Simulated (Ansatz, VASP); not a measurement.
**Two plane-wave programs on Hf2PbO3**

The input INCAR:

```
PREC = Accurate ; ENCUT = 600
EDIFF = 1E-7 ; ISMEAR = 0
SIGMA = 0.1 ; LREAL = False
LASPH = True ; NELM = 100
ALGO = Normal ; ISIF = 3
LWAVE = False ; LCHARG = False
GGA = PE ; IBRION = 2
NSW = 100 ; EDIFFG = -0.01
```

The input KPOINTS:

```
regular mesh
0
Gamma
  12 12 12
```

File POSCAR:

```
Hf2PbO3
1.0
    5.5787541340      0.0000000000      0.0000000000
   -2.7893770670      4.8313428015      0.0000000000
    0.0000000000      0.0000000000      3.0846684909
Hf Pb O
2 1 3
Direct
    0.3333333333      0.6666666667      0.0000000000
    0.6666666667      0.3333333333      0.0000000000
    0.0000000000      0.0000000000      0.0000000000
    0.5000000000      0.0000000000      0.5000000000
    0.5000000000      0.5000000000      0.5000000000
    0.0000000000      0.5000000000      0.5000000000
```

Input for Ansatz:

```yaml
crystal:
  lattice:
    - [5.578754134, 0.0, 0.0]
    - [-2.789377067, 4.8313428015, 0.0]
    - [0.0, 0.0, 3.0846684909]
  atoms:
    - { symbol: Hf, position: [0.3333333333, 0.6666666667, 0.0] }
    - { symbol: Hf, position: [0.6666666667, 0.3333333333, 0.0] }
    - { symbol: Pb, position: [0.0, 0.0, 0.0] }
    - { symbol: O, position: [0.5, 0.0, 0.5] }
    - { symbol: O, position: [0.5, 0.5, 0.5] }
    - { symbol: O, position: [0.0, 0.5, 0.5] }
basis:
  ecutwfc: 420
kpoints:
  mp_grid: { grid: [12, 12, 12] }
hamiltonian:
  xc: pbe
scf:
  occupations: { method: gaussian, width: 0.1 }
output:
  forces: true
  stress: true
  eigenvalues: true
  write_density: true
  write_potential: true
  elf: true
  volumetric_format: npy
relax:
  adjacent_minimum: "off"
  f_tol: 0.01
  max_steps: 80
  cell: { stress_tol: 0.05 }
```

Change from the starting cell: species swapped into the LaAl2Ag3 type (P6/mmm, No. 191).

Alike in both runs: task relaxation of cell and atoms; functional PBE; k mesh 12 × 12 × 12; occupations gaussian, width 0.1 eV; no spin polarisation.

```csv
,VASP,Ansatz
version,VASP 6.6.1,Ansatz 0.2.0
potentials or method,"VASP PAW PBE potentials, release 64 (Hf_pv, Pb_d, O), cutoff 600 eV","scalar-relativistic, plane waves, PAW"
valence electrons in the cell,52,84
```

|  | VASP | Ansatz | Ansatz less VASP |
| --- | --- | --- | --- |
| gap on the k mesh at the Fermi level, each at its own relaxed structure (eV) | none | none | - |
| relaxed volume (Å³/atom) | 13.70 | 13.87 | +0.168 |
| relaxed cell length with the largest relative difference (Å) | 3.067 | 3.081 | +0.0140 |

A gap of «none» marks a metal or a gap that the smearing closes. VASP's potentials hold 52 valence electrons a cell and Ansatz's 84, so a difference there can come from the potentials and not from the codes.

Neither program's run includes spin-orbit coupling.
